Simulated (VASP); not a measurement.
Crystal: AlGa2N3.

```xyz
12
Lattice="3.1619 0.0101 -0.0310 -0.0201 -6.2839 -0.0292 -1.5103 1.5350 -6.6428" Properties=species:S:1:pos:R:3 pbc="T T T"
Al    1.3627   -4.8835   -0.1790
Al    1.3826   -1.7650    0.0730
Ga    0.4875   -3.2619   -2.3665
Ga    0.0292    0.0637   -2.1449
Ga    1.3369   -4.5975   -4.5319
Ga    1.6067   -1.4516   -4.5665
N     0.1232   -4.7663   -1.1271
N    -0.1083   -1.5578   -0.7610
N     0.1631   -4.5228   -5.6830
N     0.3137   -1.2175   -5.6070
N     1.7185   -3.3943   -3.3890
N     1.2973   -0.1894   -3.2840
```

| Quantity | Value |
| --- | --- |
| Program | VASP 6.6.1 |
| Task | relaxation of cell and atoms |
| Functional | PBE |
| Potentials or basis | VASP PAW PBE potentials, release 64 (Al, Ga_d, N) |
| Cutoff | 600 eV |
| k mesh | 4 × 2 × 4 |
| Occupations | gaussian, width 0.1 eV |
| Spin | no spin polarisation |

At the start: pressure 40.8 GPa; volume 11.04 Å³/atom.

Question: Where does the relaxation end?

Answer: Over 26 steps the energy falls by 1042.9 meV/atom and the volume is 11.37 Å³/atom (+3.1 %); space group I-4m2 (No. 119, to 0.05 Å).

Step by step:
```
step  energy change (eV)  largest force (eV/Å)  pressure (GPa)  volume (Å³)
   1              0.0000               17.4051           40.78       132.42
   2             -1.3591                3.2078          -20.18       192.60
   3             -3.3996                3.6456          -19.41       181.81
   4             -4.8868                4.1292          -18.09       173.61
   5             -7.7112                5.7604           -8.00       152.22
   6             -7.6599                6.8919            0.92       144.76
   7             -7.8101                6.2912           -4.73       149.09
   8            -10.6346                2.8534          -10.84       148.76
   9            -10.6508                2.8175          -11.11       148.80
  10            -11.7879                2.0027            4.60       133.58
  11            -11.8498                1.6806            0.88       136.14
  12            -12.1790                0.8517            0.92       135.60
  13            -12.1901                0.9554            1.12       135.47
  14            -12.3324                0.7336           -0.32       136.60
  15            -12.3593                0.7438           -1.16       137.36
  16            -12.4607                0.3475           -0.11       136.56
  17            -12.4746                0.5169            0.50       136.14
  18            -12.5008                0.2172           -0.14       136.62
  19            -12.5009                0.1862           -0.12       136.59
  20            -12.5093                0.1051           -0.05       136.53
  21            -12.5097                0.1263           -0.02       136.51
  22            -12.5133                0.0853            0.05       136.46
  23            -12.5135                0.1058            0.07       136.45
  24            -12.5147                0.0364           -0.08       136.54
  25            -12.5147                0.0367           -0.05       136.54
  26            -12.5150                0.0181            0.04       136.47
```

Final structure:
```
CELL_PARAMETERS angstrom
3.18788 -0.00099 0.00070
0.00055 -6.37614 0.00006
-1.59331 1.59521 -6.71423
ATOMIC_POSITIONS crystal
Al 0.49983 0.74990 0.99998
Al 0.50028 0.25011 0.99995
Ga 0.16532 0.58232 0.32922
Ga 0.16343 0.08236 0.32909
Ga 0.83595 0.91762 0.67093
Ga 0.83522 0.41763 0.67078
N 0.07817 0.78908 0.15664
N 0.07873 0.28929 0.15665
N 0.42218 0.96086 0.84343
N 0.42126 0.46090 0.84333
N 0.75077 0.62496 0.50004
N 0.74886 0.12499 0.49996
```

Caveat: the k points lie up to 0.51 Å⁻¹ apart in the final cell.
